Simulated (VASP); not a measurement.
# Pt: single point with LDA

Pt:

```
Pt
1.0
     2.74830    0.00000    0.00000
    -1.37415    2.38010    0.00000
     0.00000    0.00000    4.74559
Pt
2
Direct
  0.66667 0.33333 0.75000
  0.33333 0.66667 0.25000
```

```yaml
Program: VASP 6.6.1
Task: single point
Functional: LDA
Potentials_or_basis: VASP PAW LDA potentials, release 64 (Pt)
Cutoff: 520 eV
k_mesh: 21 × 21 × 10
Occupations: gaussian, width 0.15 eV
Spin: collinear spin, ferromagnetic start
Starting_moments: "[0.25, 0.25] μB"
Fixed_moment: 0.5 μB
Dipole_correction: no
Further_INCAR_settings: ALGO = Fast; EDIFF = 1e-07; NBANDS = 21
```

```
Pressure                                              : -10.8 GPa
Net moment                                            : 0.50 μB per cell
Site moments                                          : Pt +0.25 μB
Valence electrons inside the program's atomic spheres : Pt 9.24
```

Stress tensor (GPa, compression positive):
```
-10.57   0.00   0.00
  0.00 -10.57   0.00
  0.00   0.00 -11.19
```

Run time: 2.2 min on 1 thread of Intel(R) Xeon(R) 6975P-C (Granite Rapids), on a shared host, peak memory 0.33 GiB.

Caveat: the total moment is fixed, so each spin has its own Fermi level.
